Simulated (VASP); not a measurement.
Here is a VASP 6.6.1 calculation.

Contents of INCAR:

```
SYSTEM = CdH2O2
PREC     = Accurate       ! precision mode
ENCUT    = 520            ! plane-wave cutoff, eV
EDIFF    = 1E-6           ! SCF threshold, eV
ISMEAR   = 0              ! smearing method
SIGMA    = 0.01           ! smearing width, eV
LREAL    = .False.        ! projectors in reciprocal space
LASPH    = .True.         ! aspherical terms in the spheres
NELM     = 100            ! most SCF steps
ALGO     = Normal         ! electronic algorithm
ISIF     = 2              ! what is computed and relaxed
LWAVE    = .False.        ! write WAVECAR
LCHARG   = .False.        ! write CHGCAR
GGA      = PS             ! functional
IVDW     = 12             ! dispersion correction
NBANDS   = 21             ! bands
```

The input KPOINTS:

```
regular mesh
0
Gamma
  6 6 4
  0 0 0
```

Contents of POSCAR:

```
CdH2O2
1.0
    3.9876506174      0.0000000000      0.0000000000
   -1.9938253087      3.4534063228      0.0000000000
    0.0000000000      0.0000000000      4.6123813913
Cd H O
1 2 2
Direct
    0.3333333333      0.6666666667      0.9873000000
    0.0000000000      0.0000000000      0.0080770000
    0.6666666667      0.3333333333      0.4318850000
    0.0000000000      0.0000000000      0.7861940000
    0.6666666667      0.3333333333      0.2118940000
```

Potentials or basis: VASP PAW PBE potentials, release 64 (Cd, H, O).

The run is started by

```sh
$ cat potpaw_PBE.64/Cd/POTCAR potpaw_PBE.64/H/POTCAR potpaw_PBE.64/O/POTCAR > POTCAR
$ mpirun -np 1 vasp_std > vasp.out
```

Task: Predict the largest force.

Result: 1.912 eV/Å.

Task: Predict the pressure.

Result: -11.7 GPa.

Stress tensor (GPa, compression positive):
```
-11.43   0.00   0.00
  0.00 -11.43   0.00
  0.00   0.00 -12.19
```

Caveat: the PAW data sets were made with another functional, which shifts forces and pressure a little.
